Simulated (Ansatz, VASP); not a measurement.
# One calculation of MgZn2TeSe2, two programs

```
CELL_PARAMETERS angstrom
5.78936 0.00000 0.00000
0.00000 5.78936 0.00000
0.00000 0.00000 4.70072
ATOMIC_POSITIONS crystal
Mg 0.00000 0.00000 0.31596
Zn 0.50000 0.00000 0.07720
Zn 0.00000 0.50000 0.07720
Te 0.00000 0.00000 0.84805
Se 0.50000 0.00000 0.59232
Se 0.00000 0.50000 0.59232
```

Alike in both runs: task relaxation of cell and atoms; functional PBE; k mesh 2 × 2 × 3; occupations gaussian, width 0.15 eV; no spin polarisation.

```csv
,VASP,Ansatz
version,VASP 6.6.1,Ansatz 0.2.0
potentials or method,"VASP PAW PBE potentials, release 64 (Mg, Zn, Te, Se), cutoff 600 eV","scalar-relativistic, plane waves, PAW"
valence electrons in the cell,44,82
```

```tsv
	VASP	Ansatz	Ansatz less VASP
gap on the k mesh at the Fermi level, each at its own relaxed structure (eV)	none	none	-
relaxed volume (Å³/atom)	28.33	28.05	-0.280
relaxed cell length with the largest relative difference (Å)	5.977	5.860	-0.1173
```

A gap of «none» marks a metal or a gap that the smearing closes. VASP's potentials hold 44 valence electrons a cell and Ansatz's 82, so a difference there can come from the potentials and not from the codes.

The k mesh is coarse, so the values compare programs but aren't converged. Spin-orbit coupling is off throughout.
